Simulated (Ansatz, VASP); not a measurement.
Ag: VASP beside Ansatz

```
CELL_PARAMETERS angstrom
2.98087 0.00000 0.00000
-1.49043 2.58151 0.00000
0.00000 0.00000 9.27661
ATOMIC_POSITIONS crystal
Ag 0.33333 0.66667 0.25000
Ag 0.66667 0.33333 0.75000
Ag 0.00000 0.00000 0.00000
Ag 0.00000 0.00000 0.50000
```

Change from the starting cell: strain +0.015 along x and y, -0.030 along z, atoms carried along.

Alike in both runs: task single point; functional PBE; k mesh 18 × 18 × 6; occupations gaussian, width 0.15 eV; no spin polarisation.

```csv
,VASP,Ansatz
version,VASP 6.6.1,Ansatz 0.2.0
potentials or method,"VASP PAW PBE potentials, release 64 (Ag), cutoff 520 eV","scalar-relativistic, plane waves, PAW"
valence electrons in the cell,44,76
```

|  | VASP | Ansatz | Ansatz less VASP |
| --- | --- | --- | --- |
| gap on the k mesh at the Fermi level (eV) | none | none | - |
| pressure (GPa) | 0.2 | 0.3 | +0.10 |
| traceless stress, the component that is largest in VASP (GPa) | 2.76 | 2.78 | +0.020 |

A gap of «none» marks a metal or a gap that the smearing closes. With one functional, cell and mesh, what is left measures potentials, basis and numerics. VASP's potentials hold 44 valence electrons a cell and Ansatz's 76, so a difference there can come from the potentials and not from the codes.
